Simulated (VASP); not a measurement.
# Be3Os2 (C2/m) in VASP: single point with PBE

Aim: the single point of Be3Os2 with PBE.

Program: VASP 6.6.1. These are calculated values, not measurements. Logs are shortened: lines on timing, memory, paths and dates and some standing lists are left out, and cuts for length are marked.

### Step 1. The cell of the first run

The structure is monoclinic, space group C2/m (No. 12). Conventional cell: a = 11.007 Å, b = 2.815 Å, c = 7.353 Å, α = 90.00°, β = 117.64°, γ = 90.00°. Be (site symmetry m) has 3 Os at 2.03 to 2.06 Å and 9 Be at 2.42 to 2.81 Å within 2.9 Å. Be (site symmetry m) has 4 Os at 1.99 to 2.24 Å and 6 Be at 2.41 to 2.61 Å within 2.7 Å. Be (site symmetry m) has 3 Os at 1.98 to 2.02 Å and 9 Be at 2.56 to 2.81 Å within 2.9 Å. Within 2.9 Å of Os (site symmetry m) lie 5 Be at 2.02 to 2.24 Å and 7 Os at 2.44 to 2.81 Å. Within 2.9 Å of Os (site symmetry m) lie 5 Be at 1.98 to 2.06 Å and 6 Os at 2.69 to 2.81 Å.

### Step 2. Single point, PBE

INCAR

```
PREC = Accurate ; ENCUT = 500
EDIFF = 1E-6 ; ISMEAR = 0
SIGMA = 0.2233 ; LREAL = False
LASPH = True ; NELM = 120
ALGO = Normal ; ISIF = 2
LWAVE = False ; LCHARG = True
GGA = PE ; LELF = True
LVHAR = True ; ISYM = -1
NBANDS = 33 ; GGA_COMPAT = False
KPAR = 1
```

KPOINTS

```
explicit points
172
Reciprocal
  0.07142857   0.07142857   0.07142857 2
  0.07142857   0.07142857   0.21428571 2
  0.07142857   0.07142857   0.35714286 2
  0.07142857   0.07142857   0.50000000 2
  0.07142857   0.07142857   0.64285714 2
  0.07142857   0.07142857   0.78571429 2
[... 164 lines left out ...]
  0.50000000   0.50000000   0.35714286 2
  0.50000000   0.50000000   0.50000000 1
```

POSCAR

```
Be3Os2
1.0
    0.0000000000      2.8147500000      0.0000000000
    5.5033960000     -1.4073750000      0.0000000000
   -2.0922150000      1.4073750000     -6.5139090000
Be Os
6 4
Direct
    0.6590500000      0.8064500000      0.4883500000
    0.3409500000      0.1935500000      0.5116500000
    0.7692500000      0.6560500000      0.1175500000
    0.2307500000      0.3439500000      0.8824500000
    0.9503500000      0.6316900000      0.7309900000
    0.0496500000      0.3683100000      0.2690100000
    0.4098300000      0.7677400000      0.9480800000
    0.5901700000      0.2322600000      0.0519200000
    0.1369000000      0.9807200000      0.7069200000
    0.8631000000      0.0192800000      0.2930800000
```

Potentials or basis: VASP PAW PBE potentials, release 64 (Be, Os).

Command:

```bash
$ cat potpaw_PBE.64/Be/POTCAR potpaw_PBE.64/Os/POTCAR > POTCAR
$ mpirun -np 4 vasp_std > vasp.out
```

OUTCAR:

```text
PREC = Accurate
   ENCUT = 500
   EDIFF = 1E-6
   ISMEAR = 0
   LREAL = False
   LASPH = True
   NELM = 120
   ISIF = 2
   GGA = PE
   ISYM = -1

 ion  position               nearest neighbor table
   1  0.659  0.806  0.488-  10 2.03   9 2.06   9 2.06
   2  0.341  0.194  0.512-   9 2.03  10 2.06  10 2.06
   3  0.769  0.656  0.118-  10 1.99   7 2.03   7 2.03   8 2.24
   4  0.231  0.344  0.882-   9 1.99   8 2.03   8 2.03   7 2.24
   5  0.950  0.632  0.731-   9 1.98   7 2.02   7 2.02
   6  0.050  0.368  0.269-  10 1.98   8 2.02   8 2.02
   7  0.410  0.768  0.948-   5 2.02   5 2.02   3 2.03   3 2.03   4 2.24   8 2.44   9 2.69   9 2.69
                            10 2.73  10 2.73
   8  0.590  0.232  0.052-   6 2.02   6 2.02   4 2.03   4 2.03   3 2.24   7 2.44  10 2.69  10 2.69
                             9 2.73   9 2.73
   9  0.137  0.981  0.707-   5 1.98   4 1.99   2 2.03   1 2.06   1 2.06   7 2.69   7 2.69   8 2.73
                             8 2.73  10 3.23  10 3.23
  10  0.863  0.019  0.293-   6 1.98   3 1.99   1 2.03   2 2.06   2 2.06   8 2.69   8 2.69   7 2.73
                             7 2.73   9 3.23   9 3.23

IMPORTANT INFORMATION: All symmetrisations will be switched off!
NOSYMM: (Re-)initialisation of all symmetry stuff for point group C_1.

----------------------------------------------------------------------------------------

                                     Primitive cell

  volume of cell :     100.9049

  direct lattice vectors                    reciprocal lattice vectors
     0.000000000  2.814750000  0.000000000     0.090852993  0.355271338  0.047577577
     5.503396000 -1.407375000  0.000000000     0.181705987  0.000000000 -0.058362496
    -2.092215000  1.407375000 -6.513909000     0.000000000  0.000000000 -0.153517650

  length of vectors
     2.814750000  5.680499267  6.984917928     0.369777793  0.190848753  0.153517650

  position of ions in fractional coordinates (direct lattice)
     0.659050000  0.806450000  0.488350000
     0.340950000  0.193550000  0.511650000
     0.769250000  0.656050000  0.117550000
     0.230750000  0.343950000  0.882450000
     0.950350000  0.631690000  0.730990000
     0.049650000  0.368310000  0.269010000
     0.409830000  0.767740000  0.948080000
     0.590170000  0.232260000  0.051920000
     0.136900000  0.980720000  0.706920000
     0.863100000  0.019280000  0.293080000

  ion indices of the primitive-cell ions
   primitive index   ion index
                 1           1
                 2           2
                 3           3
                 4           4
                 5           5
                 6           6
                 7           7
                 8           8
                 9           9
                10          10

----------------------------------------------------------------------------------------

 KPOINTS: explicit points

Read explicit list of k-points.

 Found    172 k-points:

 Following reciprocal coordinates:
            Coordinates               Weight
  0.071429  0.071429  0.071429      0.005831
  0.071429  0.071429  0.214286      0.005831
  0.071429  0.071429  0.357143      0.005831
  0.071429  0.071429  0.500000      0.005831
  0.071429  0.071429  0.642857      0.005831
  0.071429  0.071429  0.785714      0.005831
[... 16 lines left out ...]
  0.071429  0.500000  0.214286      0.005831
  0.071429  0.500000  0.357143      0.005831
 [... further k-points ...]
   k-points           NKPTS =    172   k-points in BZ     NKDIM =    172   number of bands    NBANDS=     36
   number of dos      NEDOS =    301   number of ions     NIONS =     10
   total plane-waves  NPLWV =  54432
   dimension x,y,z NGX =    24 NGY =   42 NGZ =   54
   dimension x,y,z NGXF=    48 NGYF=   84 NGZF=  108
   ions per type =               6   4
   NGX,Y,Z   is equivalent  to a cutoff of  14.17, 12.29, 12.85 a.u.
   NGXF,Y,Z  is equivalent  to a cutoff of  28.35, 24.58, 25.70 a.u.
 SYSTEM =  unknown system
   PREC   = accura    normal or accurate (medium, high low for compatibility)
   ISTART =      0    job   : 0-new  1-cont  2-samecut
   ICHARG =      2    charge: 1-file 2-atom 10-const
   ISPIN  =      1    spin polarized calculation?
   LNONCOLLINEAR =      F non collinear calculations
   LSORBIT =      F    spin-orbit coupling
   LASPH  =      T    aspherical Exc in radial PAW
   ENCUT  =  500.0 eV  36.75 Ry    6.06 a.u.   5.13 10.36 12.74*2*pi/ulx,y,z
   NELM   =    120;   NELMIN=  2; NELMDL= -5     # of ELM steps
   EDIFF  = 0.1E-05   stopping-criterion for ELM
   LREAL  =      F    real-space projection
   EDIFFG = 0.1E-04   stopping-criterion for IOM
   NSW    =      0    number of steps for IOM
   IBRION =     -1    ionic relax: 0-MD 1-quasi-New 2-CG
   NFREE  =      0    steps in history (QN), initial steepest desc. (CG)
   ISIF   =      2    stress and relaxation
   ISYM   =     -1    0-nonsym 1-usesym 2-fastsym
   POTIM  = 0.5000    time-step for ionic-motion
   TEBEG  =    0.0;   TEEND  =   0.0 temperature during run
   PSTRESS=    0.0 pullay stress
   NELECT =      44.0000    total number of electrons
   NUPDOWN=      -1.0000    fix difference up-down
   EMIN   =  10.00;   EMAX   =-10.00  energy-range for DOS
   EFERMI =   0.00;   METHOD = LEGACY
   ISMEAR =     0;   SIGMA  =   0.22  broadening in eV -4-tet -1-fermi 0-gaus
   EFERMI_NEDOS =   21; number of points for ismear=-14 and -15
   IALGO  =     38    algorithm
   IMIX   =      4    mixing-type and parameters
     AMIX     =   0.40;   BMIX     =  1.00
     AMIX_MAG =   1.60;   BMIX_MAG =  1.00
  volume/ion in A,a.u.               =      10.09        68.09
  Fermi-wavevector in a.u.,A,eV,Ry     =   1.241428  2.345959 20.968539  1.541144
  Thomas-Fermi vector in A             =   2.375826
   LORBIT       =      0    0 simple, 1 ext, 2 COOP (PROOUT), +10 PAW based schemes
   GGA     = PE    functional components
   LHFCALC =     F    Hartree Fock is set to
   AEXX    =    0.0000 exact exchange contribution
   IVDW    =     0    specifies the selected vdW correction
   LEPSILON=     F    determine dielectric tensor
   LRPA    =     F    only Hartree local field effects (RPA)
 non-spin polarized calculation
 Gauss-broadening in eV      SIGMA  =   0.22
  energy-cutoff  :      500.00
  volume of cell :      100.90
 maximum number of plane-waves:      2581
 NGX is ok and might be reduce to    24
   NGX = 11   NGY = 21   NGZ = 25

 number of electron      44.0000000 magnetization

 Free energy of the ion-electron system (eV)
  ---------------------------------------------------
  ext. energy  EPLUGINS =         0.00000000
  ---------------------------------------------------
  free energy    TOTEN  =       -55.07855782 eV

  energy without entropy =      -54.96206235  energy(sigma->0) =      -55.02031009

 E-fermi :   8.0446     XC(G=0): -12.3208

 val. band max:        8.0441342067   @ k =   0.0714   0.5000   0.0714
 cond. band min:       8.0613681027   @ k =   0.0714   0.5000   0.9286
 fundamental gap:      0.0172338960
 Fermi energy:         8.0446376355

 k-point     1 :       0.0714    0.0714    0.0714
  band No.  band energies     occupation
      1      -2.6208      2.00000
      2      -0.0816      2.00000
      3       0.1704      2.00000
      4       0.7986      2.00000
      5       1.4762      2.00000
      6       1.6920      2.00000
[... 26 lines left out ...]
     33      15.9461      0.00000
     34      16.6786      0.00000

 k-point     2 :       0.0714    0.0714    0.2143
  band No.  band energies     occupation
      1      -2.5005      2.00000
      2      -0.2829      2.00000
      3       0.0026      2.00000
      4       0.8566      2.00000
      5       1.5339      2.00000
      6       1.5547      2.00000
[... 26 lines left out ...]
     33      16.0637      0.00000
     34      16.5005      0.00000

 k-point     3 :       0.0714    0.0714    0.3571
  band No.  band energies     occupation
      1      -2.2874      2.00000
      2      -0.7501      2.00000
      3       0.0261      2.00000
      4       0.8829      2.00000
      5       1.3920      2.00000
      6       1.5861      2.00000
[... 26 lines left out ...]
     33      16.3416      0.00000
     34      16.7662      0.00000

 k-point     4 :       0.0714    0.0714    0.5000
  band No.  band energies     occupation
      1      -2.1319      2.00000
      2      -1.0206      2.00000
      3       0.0447      2.00000
      4       0.9033      2.00000
      5       1.2852      2.00000
      6       1.6316      2.00000
[... 26 lines left out ...]
     33      16.5315      0.00000
     34      16.8885      0.00000

 k-point     5 :       0.0714    0.0714    0.6429
  band No.  band energies     occupation
      1      -2.2510      2.00000
      2      -0.8399      2.00000
      3       0.0579      2.00000
      4       0.8789      2.00000
      5       1.2958      2.00000
      6       1.6921      2.00000
[... 621 lines left out ...]
 k-point    22 :       0.0714    0.5000    0.0714
  band No.  band energies     occupation
      1      -1.9609      2.00000
      2      -0.8165      2.00000
      3       0.3369      2.00000
      4       0.6129      2.00000
      5       1.2585      2.00000
      6       1.8368      2.00000
[... 26 lines left out ...]
     33      15.9298      0.00000
     34      16.7846      0.00000

 k-point    23 :       0.0714    0.5000    0.2143
  band No.  band energies     occupation
      1      -1.8890      2.00000
      2      -0.7992      2.00000
      3       0.0363      2.00000
      4       0.6691      2.00000
      5       1.2607      2.00000
      6       1.9338      2.00000
[... 26 lines left out ...]
     33      15.9850      0.00000
     34      16.5648      0.00000

 k-point    24 :       0.0714    0.5000    0.3571
  band No.  band energies     occupation
      1      -1.7080      2.00000
      2      -0.7832      2.00000
      3      -0.4002      2.00000
      4       0.6952      2.00000
      5       1.2756      2.00000
      6       1.9283      2.00000
[... 26 lines left out ...]
     33      16.0089      0.00000
     34      16.7724      0.00000

 [... further k-points ...]

 [bands above 34 left out]

------------------------ aborting loop because EDIFF is reached ----------------------------------------

  FORCE on cell =-STRESS in cart. coord.  units (eV):
  Direction    XX          YY          ZZ          XY          YZ          ZX
  --------------------------------------------------------------------------------------
  -------------------------------------------------------------------------------------
  Total       59.8951298     37.7200426     44.1871014     -0.0061304      0.0006434     -2.0164695
  in kB      951.0203583    598.9222922    701.6068449     -0.0973396      0.0102161    -32.0176881
  external PRESSURE =     750.5164985 kB  Pullay stress =       0.0000000 kB

 VOLUME and BASIS-vectors are now :
 -----------------------------------------------------------------------------
  energy-cutoff  :      500.00
  volume of cell :      100.90
      direct lattice vectors                 reciprocal lattice vectors
     0.000000000  2.814750000  0.000000000     0.090852993  0.355271338  0.047577577
     5.503396000 -1.407375000  0.000000000     0.181705987  0.000000000 -0.058362496
    -2.092215000  1.407375000 -6.513909000     0.000000000  0.000000000 -0.153517650

 POSITION                                       TOTAL-FORCE (eV/Angst)
 -----------------------------------------------------------------------------------
      3.41648      1.40738     -3.18107        -4.499371     -0.000198      1.788740
     -0.00530      1.40738     -3.33284         4.499193      0.000198     -1.789387
      3.36456      1.40737     -0.76571        -6.323539     -0.000971     -2.066540
      0.04662      1.40738     -5.74820         6.323460      0.000971      2.066847
      1.94705      2.81475     -4.76160        -5.358189     -0.000210      5.110364
      1.46413     -0.00000     -1.75231         5.358481      0.000210     -5.110486
      2.24159      1.40737     -6.17571         1.339720      0.001509     -0.026157
      1.16959      1.40738     -0.33820        -1.339975     -0.001507      0.026042
      3.91826     -0.00000     -4.60481        -0.504651     -0.001198     -1.088586
     -0.50708      2.81475     -1.90910         0.504870      0.001197      1.089164
 -----------------------------------------------------------------------------------
    total drift:                                0.000097      0.000001     -0.000284

  FREE ENERGIE OF THE ION-ELECTRON SYSTEM (eV)
  ---------------------------------------------------
  free  energy   TOTEN  =       -55.0785578242 eV

  energy  without entropy=      -54.9620623509  energy(sigma->0) =      -55.02031009
```

Run time: 1.8 min. Hardware: 4 MPI ranks of Intel Xeon Platinum 8488C (Sapphire Rapids), shared host; peak memory 0.3 GiB.

Results:

```yaml
Free_energy: -55.0786 eV
Pressure: 75.1 GPa
Largest_force: 7.405 eV/Å
Band_gap_on_the_k_mesh: zero (bands 22 and 23 overlap by 1.06 eV)
```

Forces in eV/Å, atoms in the order of the input:
```
Be  -4.499  0.000  1.789
Be   4.499  0.000 -1.789
Be  -6.324 -0.001 -2.067
Be   6.323  0.001  2.067
Be  -5.358  0.000  5.110
Be   5.358  0.000 -5.110
Os   1.340  0.002 -0.026
Os  -1.340 -0.002  0.026
Os  -0.505 -0.001 -1.089
Os   0.505  0.001  1.089
```

Caveat: the stress differs along the axes, from 60 to 95 GPa; spin-orbit coupling is left out, which moves the levels of the heavy elements; forces of over 1 eV/Å act on the atoms, so gaps and moduli don't describe the material at rest.
